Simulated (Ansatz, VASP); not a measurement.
## Rb: VASP beside Ansatz

```
Rb
1.0
    -2.69045    2.69045    2.69045
     2.69045   -2.69045    2.69045
     2.69045    2.69045   -2.69045
Rb
1
Direct
  0.00000 0.00000 0.00000
```

Alike in both runs: functional LDA; k mesh 10 × 10 × 10; occupations gaussian, width 0.1 eV; no spin polarisation.

Ansatz relaxed the structure, and its values are those at the end. VASP's run is a single point on that final structure, the one shown.

```csv
,VASP,Ansatz
version,VASP 6.6.1,Ansatz 0.2.0
potentials or method,"VASP PAW LDA potentials, release 64 (Rb_sv), cutoff 520 eV","scalar-relativistic, plane waves, PAW"
valence electrons in the cell,9,9
```

```tsv
	VASP	Ansatz	Ansatz less VASP
gap on the k mesh at the Fermi level (eV)	none	none	-
pressure (GPa)	0.0	0.0	0.00
```

LDA's correlation is that of Perdew and Zunger in VASP and of Perdew and Wang (1992) in Ansatz. A gap of «none» marks a metal or a gap that the smearing closes.
